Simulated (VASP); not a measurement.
# CoSi (P2_13) in VASP: a series of runs

Runs on CoSi. Level: PBEsol. Tasks: single point.

Program: VASP 6.6.1. These are calculated values, not measurements. Logs are shortened: lines on timing, memory, paths and dates and some standing lists are left out, and cuts for length are marked.

### Step 1. The cell of the first run

The structure is cubic, space group P2_13 (No. 198). Conventional cell: a = 4.438 Å, b = 4.438 Å, c = 4.438 Å, α = 90.00°, β = 90.00°, γ = 90.00°. Co (site symmetry 3) has 7 Si at 2.28 to 2.47 Å and 6 Co at 2.72 Å within 3.0 Å. Si (site symmetry 3) has 7 Co at 2.28 to 2.47 Å and 6 Si at 2.75 Å within 3.0 Å.

### Step 2. Single point, PBEsol

File INCAR:

```
SYSTEM = CoSi
  ALGO = Normal
  EDIFF = 1E-6
  ENCUT = 520
  GGA = PS
  ISIF = 2
  ISMEAR = 0
  LASPH = .True.
  LCHARG = .False.
  LREAL = .False.
  LWAVE = .False.
  NBANDS = 36
  NELM = 80
  PREC = Accurate
  SIGMA = 0.1
```

File KPOINTS:

```
k-points
0
Gamma
  4 4 4
  0 0 0
```

File POSCAR:

```
CoSi
1.0
    4.4380000000      0.0000000000      0.0000000000
    0.0000000000      4.4380000000      0.0000000000
    0.0000000000      0.0000000000      4.4380000000
Co Si
4 4
Direct
    0.1400000000      0.1400000000      0.1400000000
    0.3600000000      0.8600000000      0.6400000000
    0.6400000000      0.3600000000      0.8600000000
    0.8600000000      0.6400000000      0.3600000000
    0.8430000000      0.8430000000      0.8430000000
    0.6570000000      0.1570000000      0.3430000000
    0.3430000000      0.6570000000      0.1570000000
    0.1570000000      0.3430000000      0.6570000000
```

Potentials or basis: VASP PAW PBE potentials, release 64 (Co, Si).

Run with:

```sh
$ cat potpaw_PBE.64/Co/POTCAR potpaw_PBE.64/Si/POTCAR > POTCAR
$ mpirun -np 1 vasp_std > vasp.out
```

OUTCAR:

```text
SYSTEM = CoSi
   EDIFF = 1E-6
   ENCUT = 520
   GGA = PS
   ISIF = 2
   ISMEAR = 0
   LASPH = .True.
   LREAL = .False.
   NELM = 80
   PREC = Accurate

 ion  position               nearest neighbor table
   1  0.140  0.140  0.140-   5 2.28   6 2.33   7 2.33   8 2.33   7 2.47   8 2.47   6 2.47   2 2.72
                             4 2.72   2 2.72   4 2.72   3 2.72   3 2.72
   2  0.360  0.860  0.640-   6 2.28   5 2.33   7 2.33   8 2.33   7 2.47   8 2.47   5 2.47   1 2.72
                             3 2.72   1 2.72   3 2.72   4 2.72   4 2.72
   3  0.640  0.360  0.860-   7 2.28   6 2.33   5 2.33   8 2.33   8 2.47   6 2.47   5 2.47   4 2.72
                             2 2.72   2 2.72   4 2.72   1 2.72   1 2.72
   4  0.860  0.640  0.360-   8 2.28   6 2.33   7 2.33   5 2.33   6 2.47   5 2.47   7 2.47   3 2.72
                             1 2.72   1 2.72   3 2.72   2 2.72   2 2.72
   5  0.843  0.843  0.843-   1 2.28   2 2.33   3 2.33   4 2.33   3 2.47   4 2.47   2 2.47   6 2.75
                             7 2.75   8 2.75   6 2.75   8 2.75   7 2.75
   6  0.657  0.157  0.343-   2 2.28   1 2.33   3 2.33   4 2.33   3 2.47   4 2.47   1 2.47   8 2.75
                             5 2.75   5 2.75   7 2.75   7 2.75   8 2.75
   7  0.343  0.657  0.157-   3 2.28   2 2.33   1 2.33   4 2.33   4 2.47   2 2.47   1 2.47   8 2.75
                             5 2.75   8 2.75   6 2.75   6 2.75   5 2.75
   8  0.157  0.343  0.657-   4 2.28   2 2.33   3 2.33   1 2.33   2 2.47   1 2.47   3 2.47   7 2.75
                             5 2.75   7 2.75   5 2.75   6 2.75   6 2.75

  LATTYP: Found a simple cubic cell.
 ALAT       =     4.4380000000

  Lattice vectors:

 A1 = (   4.4380000000,   0.0000000000,   0.0000000000)
 A2 = (   0.0000000000,   4.4380000000,   0.0000000000)
 A3 = (   0.0000000000,   0.0000000000,   4.4380000000)

Analysis of symmetry for initial positions (statically):
=====================================================================
 Subroutine PRICEL returns:
 Original cell was already a primitive cell.

 Routine SETGRP: Setting up the symmetry group for a
 simple cubic supercell.

 Subroutine GETGRP returns: Found 12 space group operations
 (whereof  3 operations were pure point group operations)
 out of a pool of 48 trial point group operations.

The static configuration has the point symmetry C_3 .
 The point group associated with its full space group is T   .

Analysis of symmetry for dynamics (positions and initial velocities):
=====================================================================
 Subroutine PRICEL returns:
 Original cell was already a primitive cell.

 Routine SETGRP: Setting up the symmetry group for a
 simple cubic supercell.

 Subroutine GETGRP returns: Found 12 space group operations
 (whereof  3 operations were pure point group operations)
 out of a pool of 48 trial point group operations.

The dynamic configuration has the point symmetry C_3 .
 The point group associated with its full space group is T   .

 Subroutine INISYM returns: Found 12 space group operations
 (whereof  3 operations are pure point group operations),
 and found     1 'primitive' translations

----------------------------------------------------------------------------------------

                                     Primitive cell

  volume of cell :      87.4102

  direct lattice vectors                    reciprocal lattice vectors
     4.438000000  0.000000000  0.000000000     0.225326724  0.000000000  0.000000000
     0.000000000  4.438000000  0.000000000     0.000000000  0.225326724  0.000000000
     0.000000000  0.000000000  4.438000000     0.000000000  0.000000000  0.225326724

  length of vectors
     4.438000000  4.438000000  4.438000000     0.225326724  0.225326724  0.225326724

  position of ions in fractional coordinates (direct lattice)
     0.140000000  0.140000000  0.140000000
     0.360000000  0.860000000  0.640000000
     0.640000000  0.360000000  0.860000000
     0.860000000  0.640000000  0.360000000
     0.843000000  0.843000000  0.843000000
     0.657000000  0.157000000  0.343000000
     0.343000000  0.657000000  0.157000000
     0.157000000  0.343000000  0.657000000

  ion indices of the primitive-cell ions
   primitive index   ion index
                 1           1
                 2           2
                 3           3
                 4           4
                 5           5
                 6           6
                 7           7
                 8           8

----------------------------------------------------------------------------------------

 KPOINTS: k-points

Automatic generation of k-mesh.
 Grid dimensions read from file:
 generate k-points for:    4    4    4

 Generating k-lattice:

  Cartesian coordinates                     Fractional coordinates (reciprocal lattice)
     0.056331681  0.000000000  0.000000000     0.250000000  0.000000000  0.000000000
     0.000000000  0.056331681  0.000000000     0.000000000  0.250000000  0.000000000
     0.000000000  0.000000000  0.056331681     0.000000000  0.000000000  0.250000000

  Length of vectors
     0.056331681  0.056331681  0.056331681

  Shift w.r.t. Gamma in fractional coordinates (k-lattice)
     0.000000000  0.000000000  0.000000000

 Subroutine IBZKPT returns following result:
 ===========================================

 Found     11 irreducible k-points:

 Following reciprocal coordinates:
            Coordinates               Weight
  0.000000  0.000000  0.000000      1.000000
  0.250000  0.000000  0.000000      6.000000
  0.500000  0.000000  0.000000      3.000000
  0.250000  0.250000  0.000000     12.000000
  0.500000  0.250000  0.000000      6.000000
 -0.250000  0.500000  0.000000      6.000000
  0.500000  0.500000  0.000000      3.000000
  0.250000  0.250000  0.250000      8.000000
  0.500000  0.250000  0.250000     12.000000
  0.500000  0.500000  0.250000      6.000000
  0.500000  0.500000  0.500000      1.000000
   k-points           NKPTS =     11   k-points in BZ     NKDIM =     11   number of bands    NBANDS=     36
   number of dos      NEDOS =    301   number of ions     NIONS =      8
   total plane-waves  NPLWV =  46656
   dimension x,y,z NGX =    36 NGY =   36 NGZ =   36
   dimension x,y,z NGXF=    72 NGYF=   72 NGZF=   72
   ions per type =               4   4
   NGX,Y,Z   is equivalent  to a cutoff of  13.49, 13.49, 13.49 a.u.
   NGXF,Y,Z  is equivalent  to a cutoff of  26.97, 26.97, 26.97 a.u.
 SYSTEM =  CoSi
   PREC   = accura    normal or accurate (medium, high low for compatibility)
   ISTART =      0    job   : 0-new  1-cont  2-samecut
   ICHARG =      2    charge: 1-file 2-atom 10-const
   ISPIN  =      1    spin polarized calculation?
   LNONCOLLINEAR =      F non collinear calculations
   LSORBIT =      F    spin-orbit coupling
   LASPH  =      T    aspherical Exc in radial PAW
   ENCUT  =  520.0 eV  38.22 Ry    6.18 a.u.   8.25  8.25  8.25*2*pi/ulx,y,z
   NELM   =     80;   NELMIN=  2; NELMDL= -5     # of ELM steps
   EDIFF  = 0.1E-05   stopping-criterion for ELM
   LREAL  =      F    real-space projection
   EDIFFG = 0.1E-04   stopping-criterion for IOM
   NSW    =      0    number of steps for IOM
   IBRION =     -1    ionic relax: 0-MD 1-quasi-New 2-CG
   NFREE  =      0    steps in history (QN), initial steepest desc. (CG)
   ISIF   =      2    stress and relaxation
   ISYM   =      2    0-nonsym 1-usesym 2-fastsym
   POTIM  = 0.5000    time-step for ionic-motion
   TEBEG  =    0.0;   TEEND  =   0.0 temperature during run
   PSTRESS=    0.0 pullay stress
   NELECT =      52.0000    total number of electrons
   NUPDOWN=      -1.0000    fix difference up-down
   EMIN   =  10.00;   EMAX   =-10.00  energy-range for DOS
   EFERMI =   0.00;   METHOD = LEGACY
   ISMEAR =     0;   SIGMA  =   0.10  broadening in eV -4-tet -1-fermi 0-gaus
   EFERMI_NEDOS =   21; number of points for ismear=-14 and -15
   IALGO  =     38    algorithm
   IMIX   =      4    mixing-type and parameters
     AMIX     =   0.40;   BMIX     =  1.00
     AMIX_MAG =   1.60;   BMIX_MAG =  1.00
  volume/ion in A,a.u.               =      10.93        73.73
  Fermi-wavevector in a.u.,A,eV,Ry     =   1.376856  2.601881 25.793021  1.895734
  Thomas-Fermi vector in A             =   2.502063
   LORBIT       =      0    0 simple, 1 ext, 2 COOP (PROOUT), +10 PAW based schemes
   GGA     = PS    functional components
   LHFCALC =     F    Hartree Fock is set to
   AEXX    =    0.0000 exact exchange contribution
   IVDW    =     0    specifies the selected vdW correction
   LEPSILON=     F    determine dielectric tensor
   LRPA    =     F    only Hartree local field effects (RPA)
 non-spin polarized calculation
 Gauss-broadening in eV      SIGMA  =   0.10
  energy-cutoff  :      520.00
  volume of cell :       87.41
 maximum number of plane-waves:      2373
 NGX is ok and might be reduce to    36
   NGX = 17   NGY = 17   NGZ = 17

 number of electron      51.9999992 magnetization

 Free energy of the ion-electron system (eV)
  ---------------------------------------------------
  ext. energy  EPLUGINS =         0.00000000
  ---------------------------------------------------
  free energy    TOTEN  =       -59.74490647 eV

  energy without entropy =      -59.73647022  energy(sigma->0) =      -59.74068835

 E-fermi :  11.9576     XC(G=0): -12.9459

 val. band max:       11.9338517772   @ k =   0.0000   0.0000   0.0000
 cond. band min:      12.1953328568   @ k =   0.5000   0.5000   0.2500
 fundamental gap:      0.2614810796
 Fermi energy:        11.9575950844

 k-point     1 :       0.0000    0.0000    0.0000
  band No.  band energies     occupation
      1      -1.7033      2.00000
      2       3.7889      2.00000
      3       3.7889      2.00000
      4       3.7889      2.00000
      5       6.4716      2.00000
      6       6.4716      2.00000
[... 28 lines left out ...]
     35      15.4890      0.00000
     36      16.8763      0.00000
[... 359 lines left out ...]
      6       5.0093      2.00000
[... 28 lines left out ...]
     35      17.6571      0.00000
     36      17.6571      0.00000

------------------------ aborting loop because EDIFF is reached ----------------------------------------

  FORCE on cell =-STRESS in cart. coord.  units (eV):
  Direction    XX          YY          ZZ          XY          YZ          ZX
  --------------------------------------------------------------------------------------
  -------------------------------------------------------------------------------------
  Total       -3.8140170     -3.8140170     -3.8140170     -0.0000000      0.0000000      0.0000000
  in kB      -69.9087148    -69.9087148    -69.9087148     -0.0000000      0.0000000      0.0000000
  external PRESSURE =     -69.9087148 kB  Pullay stress =       0.0000000 kB

 VOLUME and BASIS-vectors are now :
 -----------------------------------------------------------------------------
  energy-cutoff  :      520.00
  volume of cell :       87.41
      direct lattice vectors                 reciprocal lattice vectors
     4.438000000  0.000000000  0.000000000     0.225326724  0.000000000  0.000000000
     0.000000000  4.438000000  0.000000000     0.000000000  0.225326724  0.000000000
     0.000000000  0.000000000  4.438000000     0.000000000  0.000000000  0.225326724

 POSITION                                       TOTAL-FORCE (eV/Angst)
 -----------------------------------------------------------------------------------
      0.62132      0.62132      0.62132         0.140711      0.140711      0.140711
      1.59768      3.81668      2.84032        -0.140711     -0.140711      0.140711
      2.84032      1.59768      3.81668         0.140711     -0.140711     -0.140711
      3.81668      2.84032      1.59768        -0.140711      0.140711     -0.140711
      3.74123      3.74123      3.74123        -0.036076     -0.036076     -0.036076
      2.91577      0.69677      1.52223         0.036076      0.036076     -0.036076
      1.52223      2.91577      0.69677        -0.036076      0.036076      0.036076
      0.69677      1.52223      2.91577         0.036076     -0.036076      0.036076
 -----------------------------------------------------------------------------------
    total drift:                               -0.000000      0.000000      0.000000

  FREE ENERGIE OF THE ION-ELECTRON SYSTEM (eV)
  ---------------------------------------------------
  free  energy   TOTEN  =       -59.7449064697 eV

  energy  without entropy=      -59.7364702231  energy(sigma->0) =      -59.74068835
```

Run time: 60 s. Hardware: 1 thread of AMD EPYC 7R43 (Zen 3), shared host; peak memory 0.16 GiB.

What came out:

```yaml
Free_energy: -59.7449 eV
Pressure: -7.0 GPa
Largest_force: 0.244 eV/Å
Band_gap_on_the_k_mesh: zero (band 26 reaches 11.93 eV, above the bottom of band 27 at 11.73 eV)
```

Forces on the atoms (eV/Å):
```
Co   0.141  0.141  0.141
Co  -0.141 -0.141  0.141
Co   0.141 -0.141 -0.141
Co  -0.141  0.141 -0.141
Si  -0.036 -0.036 -0.036
Si   0.036  0.036 -0.036
Si  -0.036  0.036  0.036
Si   0.036 -0.036  0.036
```

Caveat: the PAW data sets were made with another functional, which shifts forces and pressure a little.

### Step 3. Single point, PBEsol

This run uses another cell than the first one, of 10.55 Å³/atom, 0.965 times its volume.

File INCAR:

```
PREC     = Accurate       # precision mode
ENCUT    = 520            # plane-wave cutoff, eV
EDIFF    = 1E-6           # SCF threshold, eV
ISMEAR   = 0              # smearing method
SIGMA    = 0.1            # smearing width, eV
LREAL    = F              # projectors in reciprocal space
LASPH    = T              # aspherical terms in the spheres
NELM     = 60             # most SCF steps
ALGO     = Normal         # electronic algorithm
ISIF     = 2              # what is computed and relaxed
LWAVE    = F              # write WAVECAR
LCHARG   = F              # write CHGCAR
GGA      = PS             # functional
NBANDS   = 36             # bands
```

File KPOINTS:

```
regular mesh
0
Gamma
  8 8 8
```

File POSCAR:

```
CoSi
1.0
    4.3858255811      0.0000000000      0.0000000000
    0.0000000000      4.3858255811      0.0000000000
    0.0000000000      0.0000000000      4.3858255811
Co Si
4 4
Direct
    0.1456444659      0.1456444659      0.1456444659
    0.3543555341      0.8543555341      0.6456444659
    0.6456444659      0.3543555341      0.8543555341
    0.8543555341      0.6456444659      0.3543555341
    0.8433288443      0.8433288443      0.8433288443
    0.6566711557      0.1566711557      0.3433288443
    0.3433288443      0.6566711557      0.1566711557
    0.1566711557      0.3433288443      0.6566711557
```

Potentials or basis: VASP PAW PBE potentials, release 64 (Co, Si).

Run with:

```sh
$ cat potpaw_PBE.64/Co/POTCAR potpaw_PBE.64/Si/POTCAR > POTCAR
$ mpirun -np 1 vasp_std > vasp.out
```

Run time: 4.5 min. Hardware: 1 thread of AMD EPYC 7R43 (Zen 3), shared host; peak memory 0.23 GiB.

It converged, with:

| Quantity | Value |
| --- | --- |
| Free energy | -59.8271 eV |
| Pressure | 0.2 GPa |
| Largest force | 0.008 eV/Å |
| Band gap on the k mesh | zero (band 26 reaches 12.47 eV, above the bottom of band 27 at 12.24 eV) |

Forces in eV/Å, atoms in the order of the input:
```
Co   0.005  0.005  0.005
Co  -0.005 -0.005  0.005
Co   0.005 -0.005 -0.005
Co  -0.005  0.005 -0.005
Si   0.000  0.000  0.000
Si   0.000  0.000  0.000
Si   0.000  0.000  0.000
Si   0.000  0.000  0.000
```

Levels at points of the mesh, in eV from the Fermi level:
| k point | band 22 | band 23 | band 24 | band 25 | band 26 | band 27 | band 28 | band 29 | band 30 | band 31 |
| --- | --- | --- | --- | --- | --- | --- | --- | --- | --- | --- |
| (0.00, 0.00, 0.00) | -0.96 | -0.82 | -0.82 | -0.02 | -0.02 | -0.02 | 2.64 | 2.64 | 2.64 | 3.00 |
| (0.50, 0.00, 0.00) | -1.10 | -0.69 | -0.69 | -0.52 | -0.52 | 1.03 | 1.03 | 1.59 | 1.59 | 4.38 |
| (0.50, 0.50, 0.00) | -1.56 | -1.05 | -1.05 | -0.05 | -0.05 | 0.61 | 0.61 | 2.12 | 2.12 | 2.61 |
| (0.50, 0.50, 0.50) | -1.29 | -1.29 | -1.29 | -0.24 | -0.24 | -0.24 | -0.24 | 5.61 | 5.61 | 5.61 |

Caveat: the PAW data sets were made with another functional, which shifts forces and pressure a little.
